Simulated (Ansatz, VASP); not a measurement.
## SiO2: VASP beside Ansatz

```
CELL_PARAMETERS angstrom
-4.72113 4.72113 4.72113
4.72113 -4.72113 4.72113
4.72113 4.72113 -4.72113
ATOMIC_POSITIONS crystal
Si 0.31385 0.31385 0.31385
Si 0.00000 0.31385 0.00000
Si 0.00000 0.00000 0.31385
Si 0.31385 0.00000 0.00000
Si 0.00000 0.00000 0.68615
Si 0.68615 0.00000 0.00000
Si 0.00000 0.68615 0.00000
Si 0.68615 0.68615 0.68615
O 0.50000 0.50000 0.50000
O 0.00000 0.50000 0.00000
O 0.00000 0.00000 0.50000
O 0.50000 0.00000 0.00000
O 0.19582 0.19582 0.39164
O 0.19582 0.39164 0.19582
O 0.80418 0.00000 0.19582
O 0.00000 0.80418 0.19582
O 0.39164 0.19582 0.19582
O 0.19582 0.80418 0.00000
O 0.80418 0.19582 0.00000
O 0.19582 0.00000 0.80418
O 0.60836 0.80418 0.80418
O 0.80418 0.60836 0.80418
O 0.00000 0.19582 0.80418
O 0.80418 0.80418 0.60836
```

Alike in both runs: functional LDA; k mesh 4 × 4 × 4; occupations gaussian, width 0.02 eV; no spin polarisation.

Ansatz relaxed the structure, and its values are those at the end. VASP's run is a single point on that final structure, the one shown.

|  | VASP | Ansatz |
| --- | --- | --- |
| version | VASP 6.6.1 | Ansatz 0.2.0 |
| potentials or method | VASP PAW LDA potentials, release 64 (Si, O), cutoff 520 eV | scalar-relativistic, plane waves, PAW |
| valence electrons in the cell | 128 | 128 |

Ansatz gave:

| Item | Value |
| --- | --- |
| gap on the k mesh at the Fermi level (eV) | 5.23 |
| least direct gap on the mesh (eV) | 5.23 |
| pressure (GPa) | 15.5 |
| rms of the force components (eV/Å) | 0.002 |

Q: Which values does VASP return?

A: gap on the k mesh at the Fermi level (eV): 5.19; least direct gap on the mesh (eV): 5.19; pressure (GPa): 16.1; rms of the force components (eV/Å): 0.039.

LDA's correlation is that of Perdew and Zunger in VASP and of Perdew and Wang (1992) in Ansatz. Ansatz's warnings: stress scf threshold loose.
